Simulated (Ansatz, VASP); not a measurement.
Ir in VASP and in Ansatz

```
Ir
1.0
     0.00000    1.91492    1.91492
     1.91492    0.00000    1.91492
     1.91492    1.91492    0.00000
Ir
1
Cartesian
  0.0000 0.0000 0.0000
```

Alike in both runs: functional PBEsol; k mesh 15 × 15 × 15; occupations fermi-dirac, width 0.05 eV; no spin polarisation.

Ansatz relaxed the structure, and its values are those at the end. VASP's run is a single point on that final structure, the one shown.

```csv
,VASP,Ansatz
version,VASP 6.6.1,Ansatz 0.2.0
potentials or method,"VASP PAW PBE potentials, release 64 (Ir)","plane-wave PAW, scalar-relativistic"
plane-wave cutoff (eV),520,420
valence electrons in the cell,9,17
```

|  | VASP | Ansatz | Ansatz less VASP |
| --- | --- | --- | --- |
| pressure (GPa) | 1.0 | 0.0 | -1.05 |

VASP's potentials were made for PBE, not for PBEsol, and Ansatz warns of the same on its side. The functional is the same, so the differences come from potentials, cutoffs and numerics. VASP's potentials hold 9 valence electrons a cell and Ansatz's 17, so a difference there can come from the potentials and not from the codes.

Neither program's run includes spin-orbit coupling.
